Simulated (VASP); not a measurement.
# Na2CoF6 (Fm-3m) in VASP: single point with r2SCAN

Aim: the single point of Na2CoF6 with r2SCAN.

Everything below comes from runs of VASP 6.6.1. Logs are shortened: lines on timing, memory, paths and dates and some standing lists are left out, and cuts for length are marked.

### Step 1. The cell of the first run

Symmetry: Fm-3m, No. 225, cubic system. The conventional cell has a = 7.619 Å, b = 7.619 Å, c = 7.619 Å, α = 90.00°, β = 90.00°, γ = 90.00°. F (site symmetry 4mm) has 1 Co at 1.49 Å within 2.0 Å. Na (site symmetry -43m) has 12 F at 2.73 Å and 4 Co at 3.30 Å within 3.6 Å. Within 2.0 Å of Co (site symmetry m-3m) lie 6 F at 1.49 Å.

### Step 2. Single point, r2SCAN

POSCAR

```
Na2CoF6
1.0
    0.0000000000      3.8096380000      3.8096380000
    3.8096380000      0.0000000000      3.8096380000
    3.8096380000      3.8096380000      0.0000000000
F Na Co
6 2 1
Direct
    0.8050000000      0.1950000000      0.1950000000
    0.1950000000      0.8050000000      0.1950000000
    0.1950000000      0.8050000000      0.8050000000
    0.8050000000      0.1950000000      0.8050000000
    0.1950000000      0.1950000000      0.8050000000
    0.8050000000      0.8050000000      0.1950000000
    0.2500000000      0.2500000000      0.2500000000
    0.7500000000      0.7500000000      0.7500000000
    0.0000000000      0.0000000000      0.0000000000
```

INCAR.step1

```
SYSTEM = Na2CoF6
ALGO     = Normal         ! electronic algorithm
EDIFF    = 1E-4           ! SCF threshold, eV
ENCUT    = 520            ! plane-wave cutoff, eV
GGA      = PE             ! functional
ISMEAR   = 0              ! smearing method
LASPH    = .TRUE.         ! aspherical terms in the spheres
LCHARG   = .FALSE.        ! write CHGCAR
LREAL    = .FALSE.        ! projectors in reciprocal space
LWAVE    = .TRUE.         ! write WAVECAR
NBANDS   = 42             ! bands
NELM     = 60             ! most SCF steps
PREC     = Accurate       ! precision mode
SIGMA    = 0.0176         ! smearing width, eV
```

INCAR.step2

```
SYSTEM = Na2CoF6
ALGO     = Normal         ! electronic algorithm
EDIFF    = 1E-6           ! SCF threshold, eV
ENCUT    = 520            ! plane-wave cutoff, eV
ISIF     = 2              ! what is computed and relaxed
ISMEAR   = 0              ! smearing method
ISTART   = 1            
LASPH    = .TRUE.         ! aspherical terms in the spheres
LCHARG   = .FALSE.        ! write CHGCAR
LMIXTAU  = .TRUE.       
LREAL    = .FALSE.        ! projectors in reciprocal space
LWAVE    = .FALSE.        ! write WAVECAR
METAGGA  = R2SCAN         ! meta-GGA
NBANDS   = 42             ! bands
NELM     = 60             ! most SCF steps
PREC     = Accurate       ! precision mode
SIGMA    = 0.0176         ! smearing width, eV
```

KPOINTS

```
k-points
0
G
  4 4 4
  0 0 0
```

Potentials or basis: VASP PAW PBE potentials, release 64 (F, Na_pv, Co).

Started as:

```bash
$ cat potpaw_PBE.64/F/POTCAR potpaw_PBE.64/Na_pv/POTCAR potpaw_PBE.64/Co/POTCAR > POTCAR
$ cp INCAR.step1 INCAR
$ mpirun -np 1 vasp_std > vasp.out
$ cp INCAR.step2 INCAR
$ mpirun -np 1 vasp_std > vasp.out
```

OUTCAR:

```text
SYSTEM = Na2CoF6
   EDIFF = 1E-6
   ENCUT = 520
   ISIF = 2
   ISMEAR = 0
   ISTART = 1
   LASPH = .TRUE.
   LREAL = .FALSE.
   METAGGA = R2SCAN
   NELM = 60
   PREC = Accurate

 ion  position               nearest neighbor table
   1  0.805  0.195  0.195-   9 1.49
   2  0.195  0.805  0.195-   9 1.49
   3  0.195  0.805  0.805-   9 1.49
   4  0.805  0.195  0.805-   9 1.49
   5  0.195  0.195  0.805-   9 1.49
   6  0.805  0.805  0.195-   9 1.49
   7  0.250  0.250  0.250-
   8  0.750  0.750  0.750-
   9  0.000  0.000  0.000-   1 1.49   2 1.49   3 1.49   4 1.49   5 1.49   6 1.49

  LATTYP: Found a face centered cubic cell.
 ALAT       =     7.6192760000

  Lattice vectors:

 A1 = (   0.0000000000,   3.8096380000,   3.8096380000)
 A2 = (   3.8096380000,   0.0000000000,   3.8096380000)
 A3 = (   3.8096380000,   3.8096380000,   0.0000000000)

Analysis of symmetry for initial positions (statically):
=====================================================================
 Subroutine PRICEL returns:
 Original cell was already a primitive cell.

 Routine SETGRP: Setting up the symmetry group for a
 face centered cubic supercell.

 Subroutine GETGRP returns: Found 48 space group operations
 (whereof 48 operations were pure point group operations)
 out of a pool of 48 trial point group operations.

The static configuration has the point symmetry O_h .

Analysis of symmetry for dynamics (positions and initial velocities):
=====================================================================
 Subroutine PRICEL returns:
 Original cell was already a primitive cell.

 Routine SETGRP: Setting up the symmetry group for a
 face centered cubic supercell.

 Subroutine GETGRP returns: Found 48 space group operations
 (whereof 48 operations were pure point group operations)
 out of a pool of 48 trial point group operations.

The dynamic configuration has the point symmetry O_h .

 Subroutine INISYM returns: Found 48 space group operations
 (whereof 48 operations are pure point group operations),
 and found     1 'primitive' translations

----------------------------------------------------------------------------------------

                                     Primitive cell

  volume of cell :     110.5812

  direct lattice vectors                    reciprocal lattice vectors
     0.000000000  3.809638000  3.809638000    -0.131246066  0.131246066  0.131246066
     3.809638000  0.000000000  3.809638000     0.131246066 -0.131246066  0.131246066
     3.809638000  3.809638000  0.000000000     0.131246066  0.131246066 -0.131246066

  length of vectors
     5.387641727  5.387641727  5.387641727     0.227324854  0.227324854  0.227324854

  position of ions in fractional coordinates (direct lattice)
     0.805000000  0.195000000  0.195000000
     0.195000000  0.805000000  0.195000000
     0.195000000  0.805000000  0.805000000
     0.805000000  0.195000000  0.805000000
     0.195000000  0.195000000  0.805000000
     0.805000000  0.805000000  0.195000000
     0.250000000  0.250000000  0.250000000
     0.750000000  0.750000000  0.750000000
     0.000000000  0.000000000  0.000000000

  ion indices of the primitive-cell ions
   primitive index   ion index
                 1           1
                 2           2
                 3           3
                 4           4
                 5           5
                 6           6
                 7           7
                 8           8
                 9           9

----------------------------------------------------------------------------------------

 KPOINTS: k-points

Automatic generation of k-mesh.
 Grid dimensions read from file:
 generate k-points for:    4    4    4

 Generating k-lattice:

  Cartesian coordinates                     Fractional coordinates (reciprocal lattice)
    -0.032811516  0.032811516  0.032811516     0.250000000  0.000000000  0.000000000
     0.032811516 -0.032811516  0.032811516     0.000000000  0.250000000  0.000000000
     0.032811516  0.032811516 -0.032811516     0.000000000  0.000000000  0.250000000

  Length of vectors
     0.056831214  0.056831214  0.056831214

  Shift w.r.t. Gamma in fractional coordinates (k-lattice)
     0.000000000  0.000000000  0.000000000

 Subroutine IBZKPT returns following result:
 ===========================================

 Found      8 irreducible k-points:

 Following reciprocal coordinates:
            Coordinates               Weight
  0.000000  0.000000  0.000000      1.000000
  0.250000  0.000000  0.000000      8.000000
  0.500000  0.000000  0.000000      4.000000
  0.250000  0.250000  0.000000      6.000000
  0.500000  0.250000  0.000000     24.000000
 -0.250000  0.250000  0.000000     12.000000
  0.500000  0.500000  0.000000      3.000000
 -0.250000  0.500000  0.250000      6.000000
   k-points           NKPTS =      8   k-points in BZ     NKDIM =      8   number of bands    NBANDS=     42
   number of dos      NEDOS =    301   number of ions     NIONS =      9
   total plane-waves  NPLWV =  64000
   dimension x,y,z NGX =    40 NGY =   40 NGZ =   40
   dimension x,y,z NGXF=    80 NGYF=   80 NGZF=   80
   ions per type =               6   2   1
   NGX,Y,Z   is equivalent  to a cutoff of  12.34, 12.34, 12.34 a.u.
   NGXF,Y,Z  is equivalent  to a cutoff of  24.69, 24.69, 24.69 a.u.
 SYSTEM =  Na2CoF6
   PREC   = accura    normal or accurate (medium, high low for compatibility)
   ISTART =      1    job   : 0-new  1-cont  2-samecut
   ICHARG =      0    charge: 1-file 2-atom 10-const
   ISPIN  =      1    spin polarized calculation?
   LNONCOLLINEAR =      F non collinear calculations
   LSORBIT =      F    spin-orbit coupling
   LASPH  =      T    aspherical Exc in radial PAW
   ENCUT  =  520.0 eV  38.22 Ry    6.18 a.u.  10.02 10.02 10.02*2*pi/ulx,y,z
   NELM   =     60;   NELMIN=  2; NELMDL=  0     # of ELM steps
   EDIFF  = 0.1E-05   stopping-criterion for ELM
   LREAL  =      F    real-space projection
   EDIFFG = 0.1E-04   stopping-criterion for IOM
   NSW    =      0    number of steps for IOM
   IBRION =     -1    ionic relax: 0-MD 1-quasi-New 2-CG
   NFREE  =      0    steps in history (QN), initial steepest desc. (CG)
   ISIF   =      2    stress and relaxation
   ISYM   =      2    0-nonsym 1-usesym 2-fastsym
   POTIM  = 0.5000    time-step for ionic-motion
   TEBEG  =    0.0;   TEEND  =   0.0 temperature during run
   PSTRESS=    0.0 pullay stress
   NELECT =      65.0000    total number of electrons
   NUPDOWN=      -1.0000    fix difference up-down
   EMIN   =  10.00;   EMAX   =-10.00  energy-range for DOS
   EFERMI =   0.00;   METHOD = LEGACY
   ISMEAR =     0;   SIGMA  =   0.02  broadening in eV -4-tet -1-fermi 0-gaus
   EFERMI_NEDOS =   21; number of points for ismear=-14 and -15
   IALGO  =     38    algorithm
   IMIX   =      4    mixing-type and parameters
     AMIX     =   0.40;   BMIX     =  1.00
     AMIX_MAG =   1.60;   BMIX_MAG =  1.00
  volume/ion in A,a.u.               =      12.29        82.92
  Fermi-wavevector in a.u.,A,eV,Ry     =   1.371362  2.591499 25.587591  1.880635
  Thomas-Fermi vector in A             =   2.497066
   LORBIT       =      0    0 simple, 1 ext, 2 COOP (PROOUT), +10 PAW based schemes
   METAGGA = R2SCAN    functional components
   LHFCALC =     F    Hartree Fock is set to
   AEXX    =    0.0000 exact exchange contribution
   IVDW    =     0    specifies the selected vdW correction
   LEPSILON=     F    determine dielectric tensor
   LRPA    =     F    only Hartree local field effects (RPA)
 non-spin polarized calculation
 Gauss-broadening in eV      SIGMA  =   0.02
  energy-cutoff  :      520.00
  volume of cell :      110.58
 maximum number of plane-waves:      2996
   NGX = 21   NGY = 21   NGZ = 21

 number of electron      64.9999989 magnetization

 Free energy of the ion-electron system (eV)
  ---------------------------------------------------
  ext. energy  EPLUGINS =         0.00000000
  ---------------------------------------------------
  free energy    TOTEN  =       -47.66911978 eV

  energy without entropy =      -47.66528497  energy(sigma->0) =      -47.66720238

 E-fermi :   0.7348     XC(G=0):  -9.4690

 val. band max:        0.7150295485   @ k =   0.5000   0.2500   0.0000
 cond. band min:       0.7443146729   @ k =   0.5000   0.2500   0.0000
 fundamental gap:      0.0292851244
 Fermi energy:         0.7348141126

 k-point     1 :       0.0000    0.0000    0.0000
  band No.  band energies     occupation
      1     -26.2657      2.00000
      2     -24.6192      2.00000
      3     -24.6192      2.00000
      4     -24.1492      2.00000
      5     -24.1492      2.00000
      6     -24.1492      2.00000
[... 34 lines left out ...]
     41      12.7242      0.00000
     42      12.9494      0.00000

 k-point     2 :       0.2500    0.0000    0.0000
  band No.  band energies     occupation
      1     -26.2527      2.00000
      2     -24.6259      2.00000
      3     -24.6258      2.00000
      4     -24.1826      2.00000
      5     -24.1482      2.00000
      6     -24.1482      2.00000
[... 34 lines left out ...]
     41      12.3707      0.00000
     42      12.3707      0.00000

 k-point     3 :       0.5000    0.0000    0.0000
  band No.  band energies     occupation
      1     -26.2391      2.00000
      2     -24.6325      2.00000
      3     -24.6325      2.00000
      4     -24.2163      2.00000
      5     -24.1470      2.00000
      6     -24.1470      2.00000
[... 177 lines left out ...]
      4     -24.1820      2.00000
      5     -24.1820      2.00000
      6     -24.1667      2.00000
[... 34 lines left out ...]
     41      12.6044      0.00000
     42      14.1078      0.00000

 k-point     8 :      -0.2500    0.5000    0.2500
  band No.  band energies     occupation
      1     -26.2314      2.00000
      2     -24.6516      2.00000
      3     -24.6252      2.00000
      4     -24.1797      2.00000
      5     -24.1748      2.00000
      6     -24.1747      2.00000
[... 34 lines left out ...]
     41      12.4093      0.00000
     42      13.5617      0.00000

------------------------ aborting loop because EDIFF is reached ----------------------------------------

  FORCE on cell =-STRESS in cart. coord.  units (eV):
  Direction    XX          YY          ZZ          XY          YZ          ZX
  --------------------------------------------------------------------------------------
  -------------------------------------------------------------------------------------
  Total       51.0809415     51.0809415     51.0809415     -0.0000000     -0.0000000      0.0000000
  in kB      740.0965000    740.0965000    740.0965000     -0.0000000     -0.0000000      0.0000000
  external PRESSURE =     740.0965000 kB  Pullay stress =       0.0000000 kB

 VOLUME and BASIS-vectors are now :
 -----------------------------------------------------------------------------
  energy-cutoff  :      520.00
  volume of cell :      110.58
      direct lattice vectors                 reciprocal lattice vectors
     0.000000000  3.809638000  3.809638000    -0.131246066  0.131246066  0.131246066
     3.809638000  0.000000000  3.809638000     0.131246066 -0.131246066  0.131246066
     3.809638000  3.809638000  0.000000000     0.131246066  0.131246066 -0.131246066

 POSITION                                       TOTAL-FORCE (eV/Angst)
 -----------------------------------------------------------------------------------
      1.48576      3.80964      3.80964        18.312594     -0.000000     -0.000000
      3.80964      1.48576      3.80964         0.000000     18.312594     -0.000000
      6.13352      3.80964      3.80964       -18.312594     -0.000000     -0.000000
      3.80964      6.13352      3.80964         0.000000    -18.312594     -0.000000
      3.80964      3.80964      1.48576         0.000000     -0.000000     18.312594
      3.80964      3.80964      6.13352         0.000000     -0.000000    -18.312594
      1.90482      1.90482      1.90482         0.000000     -0.000000     -0.000000
      5.71446      5.71446      5.71446         0.000000      0.000000     -0.000000
      0.00000      0.00000      0.00000         0.000000     -0.000000     -0.000000
 -----------------------------------------------------------------------------------
    total drift:                                0.000000      0.000000      0.000000

  FREE ENERGIE OF THE ION-ELECTRON SYSTEM (eV)
  ---------------------------------------------------
  free  energy   TOTEN  =       -47.6691197808 eV

  energy  without entropy=      -47.6652849746  energy(sigma->0) =      -47.66720238
```

Run time: 3.4 min. Hardware: 1 thread of AMD EPYC 7R43 (Zen 3), shared host; peak memory 0.23 GiB.

Results:

```yaml
Free_energy: -47.6691 eV
Pressure: 74.0 GPa
Largest_force: 18.313 eV/Å
Band_gap_on_the_k_mesh: zero (an odd number of electrons rules out a gap without spin polarisation)
```

Forces on the atoms (eV/Å):
```
F    18.313   0.000   0.000
F     0.000  18.313   0.000
F   -18.313   0.000   0.000
F     0.000 -18.313   0.000
F     0.000   0.000  18.313
F     0.000   0.000 -18.313
Na    0.000   0.000   0.000
Na    0.000   0.000   0.000
Co    0.000   0.000   0.000
```

Caveat: the cell stands under pressure; the PAW data sets were made with another functional, which shifts forces and pressure a little; an odd number of electrons without spin polarisation forces a metal; a magnetic or distorted state may lie lower; the run has no spin polarisation, though such a crystal can be magnetic; semilocal functionals often make such compounds metallic where correlation or magnetic order opens a gap, which also shifts bond lengths. With open d or f shells a metallic result of r2SCAN can be an artefact of self-interaction; +U or a hybrid may open a gap.

The gap in the log of VASP goes by the Fermi energy; the results here count the filled bands.